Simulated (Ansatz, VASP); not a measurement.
## One calculation of GaN, two programs

File INCAR:

```
SYSTEM = GaN
  ALGO = Normal
  EDIFF = 1E-7
  ENCUT = 520
  GGA = PE
  ISIF = 2
  ISMEAR = 0
  LASPH = .True.
  LCHARG = .False.
  LREAL = .False.
  LWAVE = .False.
  NBANDS = 46
  NELM = 100
  PREC = Accurate
  SIGMA = 0.05
```

KPOINTS

```
k-points
0
Gamma
  6 6 6
  0 0 0
```

File POSCAR:

```
GaN
1.0
    4.5070012150      0.0000000000      0.0000000000
    0.0000000000     -4.5070012150      0.0000000000
    0.0000000000      0.0000000000     -4.5070012150
Ga N
4 4
Direct
    0.0000000000      0.5000000000      0.5000000000
    0.5000000000      0.0000000000      0.5000000000
    0.5000000000      0.5000000000      0.0000000000
    0.0000000000      0.0000000000      0.0000000000
    0.7500000000      0.7500000000      0.7500000000
    0.2500000000      0.2500000000      0.7500000000
    0.2500000000      0.7500000000      0.2500000000
    0.7500000000      0.2500000000      0.2500000000
```

Input for Ansatz:

```yaml
crystal:
  lattice:
    - [4.507001215, 0.0, 0.0]
    - [0.0, -4.507001215, 0.0]
    - [0.0, 0.0, -4.507001215]
  atoms:
    - { symbol: Ga, position: [0.0, 0.5, 0.5] }
    - { symbol: Ga, position: [0.5, 0.0, 0.5] }
    - { symbol: Ga, position: [0.5, 0.5, 0.0] }
    - { symbol: Ga, position: [0.0, 0.0, 0.0] }
    - { symbol: "N", position: [0.75, 0.75, 0.75] }
    - { symbol: "N", position: [0.25, 0.25, 0.75] }
    - { symbol: "N", position: [0.25, 0.75, 0.25] }
    - { symbol: "N", position: [0.75, 0.25, 0.25] }
basis:
  ecutwfc: 420
kpoints:
  mp_grid: { grid: [6, 6, 6] }
hamiltonian:
  xc: pbe
scf:
  occupations: { method: gaussian, width: 0.05 }
output:
  forces: true
  stress: true
  eigenvalues: true
```

Alike in both runs: task single point; functional PBE; k mesh 6 × 6 × 6; occupations gaussian, width 0.05 eV; no spin polarisation.

|  | VASP | Ansatz |
| --- | --- | --- |
| version | VASP 6.6.1 | Ansatz 0.2.0 |
| potentials or method | VASP PAW PBE potentials, release 64 (Ga_d, N), cutoff 520 eV | scalar-relativistic, plane waves, PAW |
| valence electrons in the cell | 72 | 72 |

Ansatz gave:

```
gap on the k mesh at the Fermi level (eV) : 1.72
least direct gap on the mesh (eV)         : 1.72
pressure (GPa)                            : 5.0
```

Question: What did VASP give for the same quantities?

Answer: gap on the k mesh at the Fermi level (eV): 1.72; least direct gap on the mesh (eV): 1.72; pressure (GPa): 5.1.
